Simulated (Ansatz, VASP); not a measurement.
In5O in VASP and in Ansatz

```xyz
6
Lattice="3.3275 1.9212 3.7777 -3.3275 1.9212 3.7777 0.0000 -3.8423 3.7777" Properties=species:S:1:pos:R:3 pbc="T T T"
In    1.6638   -0.9606    3.7777
In    0.0000    1.9212    3.7777
In   -1.6638   -0.9606    3.7777
In    0.0000    0.0000    9.9097
In    0.0000    0.0000    1.4235
O     0.0000    0.0000    5.6666
```

Alike in both runs: functional PBE; k mesh 3 × 3 × 3; occupations gaussian, width 0.1 eV; no spin polarisation.

Ansatz relaxed the structure, and its values are those at the end. VASP's run is a single point on that final structure, the one shown.

|  | VASP | Ansatz |
| --- | --- | --- |
| version | VASP 6.6.1 | Ansatz 0.2.0 |
| potentials or method | VASP PAW PBE potentials, release 64 (In_d, O), cutoff 520 eV | scalar-relativistic, plane waves, PAW |
| valence electrons in the cell | 71 | 71 |

```csv
,VASP,Ansatz,Ansatz less VASP
gap on the k mesh at the Fermi level (eV),none,none,-
pressure (GPa),0.0,0.0,+0.03
rms of the force components (eV/Å),0.011,0.011,0.0000
```

A gap of «none» marks a metal or a gap that the smearing closes.

The k mesh is coarse, so the values compare programs but aren't converged.
